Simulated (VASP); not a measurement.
# KI: single point with PBEsol+D3(BJ)

Crystal: KI.

```xyz
2
Lattice="0.0000 3.5328 3.5328 3.5328 0.0000 3.5328 3.5328 3.5328 0.0000" Properties=species:S:1:pos:R:3 pbc="T T T"
I     3.5328    3.5328    3.5328
K     0.0000    0.0000    0.0000
```

```
Program             : VASP 6.6.1
Task                : single point
Functional          : PBEsol
Dispersion          : D3(BJ)
Potentials or basis : VASP PAW PBE potentials, release 64 (I, K_sv)
Cutoff              : 520 eV
k mesh              : 7 × 7 × 7
Occupations         : fermi-dirac, width 0.05 eV
Spin                : no spin polarisation
```

| Quantity | Value |
| --- | --- |
| Pressure | -1.1 GPa |
| Band gap on the k mesh | 3.81 eV |
| Dispersion energy per atom | -0.235 eV |

Levels at points of the mesh, in eV from the valence-band top:
| k point | band 6 | band 7 | band 8 | band 9 | band 10 | band 11 |
| --- | --- | --- | --- | --- | --- | --- |
| (0.00, 0.00, 0.00) | 0.00 | 0.00 | 0.00 | 3.81 | 6.43 | 6.43 |

It took 28 s on 1 thread of Intel(R) Xeon(R) Platinum 8488C (Sapphire Rapids), on a shared host, peak memory 0.24 GiB.

Caveat: three body term missing; the PAW data sets were made with another functional, which shifts forces and pressure a little; spin-orbit coupling is left out, which moves the levels of the heavy elements; an odd mesh through Γ misses points on the zone boundary, where band edges can lie.
